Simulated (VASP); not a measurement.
# Ni (Fm-3m) in VASP: notebook

Runs on Ni. Level: PBEsol. Tasks: single point.

All numbers are computed with VASP 6.6.1; they aren't measurements. Logs are shortened: lines on timing, memory, paths and dates and some standing lists are left out, and cuts for length are marked.

## 1. The cell of the first run

Symmetry: Fm-3m, No. 225, cubic system. Conventional cell: a = 2.888 Å, b = 2.888 Å, c = 2.888 Å, α = 90.00°, β = 90.00°, γ = 90.00°. Within 2.7 Å of Ni (site symmetry m-3m) lie 12 Ni at 2.04 Å.

## 2. Single point, PBEsol, collinear spin, ferromagnetic start (volume scaled by 0.58)

INCAR

```
ALGO     = Normal         # electronic algorithm
EDIFF    = 1E-6           # SCF threshold, eV
ENCUT    = 520            # plane-wave cutoff, eV
GGA      = PS             # functional
ISIF     = 2              # what is computed and relaxed
ISMEAR   = -1             # smearing method
ISPIN    = 2              # spin polarisation
LASPH    = True           # aspherical terms in the spheres
LCHARG   = False          # write CHGCAR
LMAXMIX  = 4              # l up to which the mixer works
LORBIT   = 11             # projections on sites
LREAL    = False          # projectors in reciprocal space
LWAVE    = False          # write WAVECAR
MAGMOM   = 1              # initial moments
NBANDS   = 15             # bands
NELM     = 150            # most SCF steps
PREC     = Accurate       # precision mode
SIGMA    = 0.05           # smearing width, eV
```

KPOINTS

```
k-points
0
Gamma
  19 19 19
```

POSCAR

```
Ni
1.0
    0.0000000000      1.4441357910      1.4441357910
    1.4441357910      0.0000000000      1.4441357910
    1.4441357910      1.4441357910      0.0000000000
Ni
1
Direct
    0.0000000000      0.0000000000      0.0000000000
```

Potentials or basis: VASP PAW PBE potentials, release 64 (Ni).

The run is started by

```console
> cat potpaw_PBE.64/Ni/POTCAR > POTCAR
> mpirun -np 1 vasp_std > vasp.out
```

OUTCAR:

```text
EDIFF = 1E-6
   ENCUT = 520
   GGA = PS
   ISIF = 2
   ISMEAR = -1
   ISPIN = 2
   LASPH = True
   LORBIT = 11
   LREAL = False
   NELM = 150
   PREC = Accurate

 ion  position               nearest neighbor table
   1  0.000  0.000  0.000-

  LATTYP: Found a face centered cubic cell.
 ALAT       =     2.8882715820

  Lattice vectors:

 A1 = (   0.0000000000,   1.4441357910,   1.4441357910)
 A2 = (   1.4441357910,   0.0000000000,   1.4441357910)
 A3 = (   1.4441357910,   1.4441357910,   0.0000000000)

Analysis of symmetry for initial positions (statically):
=====================================================================
 Subroutine PRICEL returns:
 Original cell was already a primitive cell.

 Routine SETGRP: Setting up the symmetry group for a
 face centered cubic supercell.

 Subroutine GETGRP returns: Found 48 space group operations
 (whereof 48 operations were pure point group operations)
 out of a pool of 48 trial point group operations.

The static configuration has the point symmetry O_h .

Analysis of symmetry for dynamics (positions and initial velocities):
=====================================================================
 Subroutine PRICEL returns:
 Original cell was already a primitive cell.

 Routine SETGRP: Setting up the symmetry group for a
 face centered cubic supercell.

 Subroutine GETGRP returns: Found 48 space group operations
 (whereof 48 operations were pure point group operations)
 out of a pool of 48 trial point group operations.

The dynamic configuration has the point symmetry O_h .

Analysis of structural, dynamic, and magnetic symmetry:
=====================================================================
 Subroutine PRICEL returns:
 Original cell was already a primitive cell.

 Routine SETGRP: Setting up the symmetry group for a
 face centered cubic supercell.

 Subroutine GETGRP returns: Found 48 space group operations
 (whereof 48 operations were pure point group operations)
 out of a pool of 48 trial point group operations.

The overall configuration has the point symmetry O_h .

 Subroutine INISYM returns: Found 48 space group operations
 (whereof 48 operations are pure point group operations),
 and found     1 'primitive' translations

----------------------------------------------------------------------------------------

                                     Primitive cell

  volume of cell :       6.0236

  direct lattice vectors                    reciprocal lattice vectors
     0.000000000  1.444135791  1.444135791    -0.346227829  0.346227829  0.346227829
     1.444135791  0.000000000  1.444135791     0.346227829 -0.346227829  0.346227829
     1.444135791  1.444135791  0.000000000     0.346227829  0.346227829 -0.346227829

  length of vectors
     2.042316422  2.042316422  2.042316422     0.599684191  0.599684191  0.599684191

  position of ions in fractional coordinates (direct lattice)
     0.000000000  0.000000000  0.000000000

  ion indices of the primitive-cell ions
   primitive index   ion index
                 1           1

----------------------------------------------------------------------------------------

 KPOINTS: k-points

Automatic generation of k-mesh.
 Grid dimensions read from file:
 generate k-points for:   19   19   19

 Generating k-lattice:

  Cartesian coordinates                     Fractional coordinates (reciprocal lattice)
    -0.018222517  0.018222517  0.018222517     0.052631579  0.000000000  0.000000000
     0.018222517 -0.018222517  0.018222517     0.000000000  0.052631579  0.000000000
     0.018222517  0.018222517 -0.018222517     0.000000000  0.000000000  0.052631579

  Length of vectors
     0.031562326  0.031562326  0.031562326

  Shift w.r.t. Gamma in fractional coordinates (k-lattice)
     0.000000000  0.000000000  0.000000000

 Subroutine IBZKPT returns following result:
 ===========================================

 Found    220 irreducible k-points:

 Following reciprocal coordinates:
            Coordinates               Weight
  0.000000  0.000000  0.000000      1.000000
  0.052632  0.000000  0.000000      8.000000
  0.105263  0.000000  0.000000      8.000000
  0.157895  0.000000  0.000000      8.000000
  0.210526  0.000000  0.000000      8.000000
  0.263158  0.000000  0.000000      8.000000
[... 16 lines left out ...]
 -0.315789  0.052632  0.000000     24.000000
 -0.263158  0.052632  0.000000     24.000000
 [... further k-points ...]
   k-points           NKPTS =    220   k-points in BZ     NKDIM =    220   number of bands    NBANDS=     15
   number of dos      NEDOS =    301   number of ions     NIONS =      1
   total plane-waves  NPLWV =   4096
   dimension x,y,z NGX =    16 NGY =   16 NGZ =   16
   dimension x,y,z NGXF=    32 NGYF=   32 NGZF=   32
   ions per type =               1
   NGX,Y,Z   is equivalent  to a cutoff of  13.02, 13.02, 13.02 a.u.
   NGXF,Y,Z  is equivalent  to a cutoff of  26.05, 26.05, 26.05 a.u.
 SYSTEM =  unknown system
   PREC   = accura    normal or accurate (medium, high low for compatibility)
   ISTART =      0    job   : 0-new  1-cont  2-samecut
   ICHARG =      2    charge: 1-file 2-atom 10-const
   ISPIN  =      2    spin polarized calculation?
   LNONCOLLINEAR =      F non collinear calculations
   LSORBIT =      F    spin-orbit coupling
   LASPH  =      T    aspherical Exc in radial PAW
   ENCUT  =  520.0 eV  38.22 Ry    6.18 a.u.   3.80  3.80  3.80*2*pi/ulx,y,z
   NELM   =    150;   NELMIN=  2; NELMDL= -5     # of ELM steps
   EDIFF  = 0.1E-05   stopping-criterion for ELM
   LREAL  =      F    real-space projection
   EDIFFG = 0.1E-04   stopping-criterion for IOM
   NSW    =      0    number of steps for IOM
   IBRION =     -1    ionic relax: 0-MD 1-quasi-New 2-CG
   NFREE  =      0    steps in history (QN), initial steepest desc. (CG)
   ISIF   =      2    stress and relaxation
   ISYM   =      2    0-nonsym 1-usesym 2-fastsym
   POTIM  = 0.5000    time-step for ionic-motion
   TEBEG  =    0.0;   TEEND  =   0.0 temperature during run
   PSTRESS=    0.0 pullay stress
   NELECT =      10.0000    total number of electrons
   NUPDOWN=      -1.0000    fix difference up-down
   EMIN   =  10.00;   EMAX   =-10.00  energy-range for DOS
   EFERMI =   0.00;   METHOD = LEGACY
   ISMEAR =    -1;   SIGMA  =   0.05  broadening in eV -4-tet -1-fermi 0-gaus
   EFERMI_NEDOS =   21; number of points for ismear=-14 and -15
   IALGO  =     38    algorithm
   IMIX   =      4    mixing-type and parameters
     AMIX     =   0.40;   BMIX     =  1.00
     AMIX_MAG =   1.60;   BMIX_MAG =  1.00
  volume/ion in A,a.u.               =       6.02        40.65
  Fermi-wavevector in a.u.,A,eV,Ry     =   1.938460  3.663158 51.125611  3.757626
  Thomas-Fermi vector in A             =   2.968809
   LORBIT       =     11    0 simple, 1 ext, 2 COOP (PROOUT), +10 PAW based schemes
   GGA     = PS    functional components
   LHFCALC =     F    Hartree Fock is set to
   AEXX    =    0.0000 exact exchange contribution
   IVDW    =     0    specifies the selected vdW correction
   LEPSILON=     F    determine dielectric tensor
   LRPA    =     F    only Hartree local field effects (RPA)
 spin polarized calculation
  energy-cutoff  :      520.00
  volume of cell :        6.02
 maximum number of plane-waves:       170
   NGX =  7   NGY =  7   NGZ =  7

 number of electron      10.0000000 magnetization       1.0000000

 number of electron       9.9999989 magnetization       0.4279374

 Free energy of the ion-electron system (eV)
  ---------------------------------------------------
  ext. energy  EPLUGINS =         0.00000000
  ---------------------------------------------------
  free energy    TOTEN  =        -2.44554508 eV

  energy without entropy =       -2.43563140  energy(sigma->0) =       -2.44058824

 E-fermi :  20.8732     XC(G=0): -17.3418

 val. band max:       20.8721767673   @ k =  -0.4737   0.4737   0.0526
 cond. band min:      20.8750046267   @ k =  -0.3158   0.3684   0.1053
 fundamental gap:      0.0028278594
 Fermi energy:        20.8731557469

 spin component 1

 k-point     1 :       0.0000    0.0000    0.0000
  band No.  band energies     occupation
      1       6.9857      1.00000
      2      16.0850      1.00000
      3      16.0850      1.00000
      4      16.0850      1.00000
      5      18.8163      1.00000
      6      18.8163      1.00000
      7      48.8654      0.00000
      8      57.8462      0.00000
      9      57.8462      0.00000
     10      57.8462      0.00000
     11      63.6665      0.00000
     12      66.0219      0.00000
     13      66.3609      0.00000
     14      66.3609      0.00000
     15      66.3609      0.00000
[... 397 lines left out ...]
 k-point    24 :      -0.2632    0.0526    0.0000
  band No.  band energies     occupation
      1      10.7703      1.00000
      2      15.4157      1.00000
      3      16.4428      1.00000
      4      16.5670      1.00000
      5      18.8609      1.00000
      6      19.6863      1.00000
      7      41.0288      0.00000
      8      49.0647      0.00000
      9      56.2284      0.00000
     10      60.4691      0.00000
     11      62.3169      0.00000
     12      62.4028      0.00000
     13      64.6125      0.00000
     14      68.4511      0.00000
     15      76.0199      0.00000

 [... further k-points ...]

 spin component 2

 k-point     1 :       0.0000    0.0000    0.0000
  band No.  band energies     occupation
      1       7.0312      1.00000
      2      16.5719      1.00000
      3      16.5719      1.00000
      4      16.5719      1.00000
      5      19.2477      1.00000
      6      19.2477      1.00000
      7      48.8666      0.00000
      8      57.8676      0.00000
      9      57.8676      0.00000
     10      57.8676      0.00000
     11      64.2574      0.00000
     12      66.5060      0.00000
     13      66.5102      0.00000
     14      66.5102      0.00000
     15      66.5102      0.00000
[... 397 lines left out ...]
 k-point    24 :      -0.2632    0.0526    0.0000
  band No.  band energies     occupation
      1      10.8954      1.00000
      2      15.7619      1.00000
      3      16.8841      1.00000
      4      17.0149      1.00000
      5      19.3347      1.00000
      6      20.1640      1.00000
      7      41.2264      0.00000
      8      49.0983      0.00000
      9      56.3439      0.00000
     10      60.5638      0.00000
     11      62.4623      0.00000
     12      62.5274      0.00000
     13      65.6032      0.00000
     14      68.5472      0.00000
     15      76.1996      0.00000

 [... further k-points ...]

------------------------ aborting loop because EDIFF is reached ----------------------------------------

  FORCE on cell =-STRESS in cart. coord.  units (eV):
  Direction    XX          YY          ZZ          XY          YZ          ZX
  --------------------------------------------------------------------------------------
  -------------------------------------------------------------------------------------
  Total       17.1604717     17.1604717     17.1604717     -0.0000000     -0.0000000      0.0000000
  in kB     4564.4211858   4564.4211858   4564.4211858     -0.0000000     -0.0000000      0.0000000
  external PRESSURE =    4564.4211858 kB  Pullay stress =       0.0000000 kB

 VOLUME and BASIS-vectors are now :
 -----------------------------------------------------------------------------
  energy-cutoff  :      520.00
  volume of cell :        6.02
      direct lattice vectors                 reciprocal lattice vectors
     0.000000000  1.444135791  1.444135791    -0.346227829  0.346227829  0.346227829
     1.444135791  0.000000000  1.444135791     0.346227829 -0.346227829  0.346227829
     1.444135791  1.444135791  0.000000000     0.346227829  0.346227829 -0.346227829

 POSITION                                       TOTAL-FORCE (eV/Angst)
 -----------------------------------------------------------------------------------
      0.00000      0.00000      0.00000         0.000000      0.000000     -0.000000
 -----------------------------------------------------------------------------------
    total drift:                                0.000000      0.000000     -0.000000

  FREE ENERGIE OF THE ION-ELECTRON SYSTEM (eV)
  ---------------------------------------------------
  free  energy   TOTEN  =        -2.4455450763 eV

  energy  without entropy=       -2.4356313970  energy(sigma->0) =       -2.44058824

 total charge

# of ion       s       p       d       tot
------------------------------------------
    1        0.879   1.336   9.024  11.239

 magnetization (x)

# of ion       s       p       d       tot
------------------------------------------
    1       -0.003  -0.016   0.422   0.403
```

It took 16 s on 1 thread of Intel Xeon 6975P-C (Granite Rapids), shared host; peak memory 0.14 GiB.

Results:

* Free energy: -2.4455 eV
* Pressure: 456.4 GPa
* Net moment: 0.43 μB per cell
* Site moments: Ni +0.40 μB

Caveat: the PAW data sets were made with another functional, which shifts forces and pressure a little.

## 3. Single point, PBEsol, collinear spin, ferromagnetic start (volume scaled by 0.58)

INCAR

```
SYSTEM = Ni
  PREC = Accurate
  ENCUT = 520
  EDIFF = 1E-6
  ISMEAR = -1
  SIGMA = 0.05
  LREAL = .False.
  LASPH = .True.
  NELM = 150
  ALGO = Normal
  ISIF = 2
  LWAVE = .False.
  LCHARG = .True.
  ISPIN = 2
  MAGMOM = 1
  LORBIT = 11
  LMAXMIX = 4
  GGA = PS
  LELF = .True.
  LVHAR = .True.
  NBANDS = 15
```

KPOINTS

```
regular mesh
0
Gamma
  19 19 19
  0 0 0
```

POSCAR is that of step 2.

Potentials or basis: VASP PAW PBE potentials, release 64 (Ni).

The run is started by

```console
> cat potpaw_PBE.64/Ni/POTCAR > POTCAR
> mpirun -np 1 vasp_std > vasp.out
```

Wall time 18 s (1 thread of Intel Xeon 6975P-C (Granite Rapids), shared host); peak memory 0.14 GiB.

The run converged. Its results:

* Free energy: -2.4455 eV
* Pressure: 456.4 GPa
* Net moment: 0.43 μB per cell
* Site moments: Ni +0.40 μB

Levels at points of the mesh, in eV from the Fermi level:
Spin up:
```csv
k point,band 1,band 2,band 3,band 4,band 5,band 6,band 7,band 8,band 9,band 10
"(0.00, 0.00, 0.00)",-13.89,-4.79,-4.79,-4.79,-2.06,-2.06,27.99,36.97,36.97,36.97
```
Spin down:
```
           k point  band 2  band 3  band 4  band 5  band 6  band 7  band 8  band 9
(0.00, 0.00, 0.00)   -4.30   -4.30   -4.30   -1.63   -1.63   27.99   36.99   36.99
```

Caveat: the PAW data sets were made with another functional, which shifts forces and pressure a little.

[end of part 1 of 2]
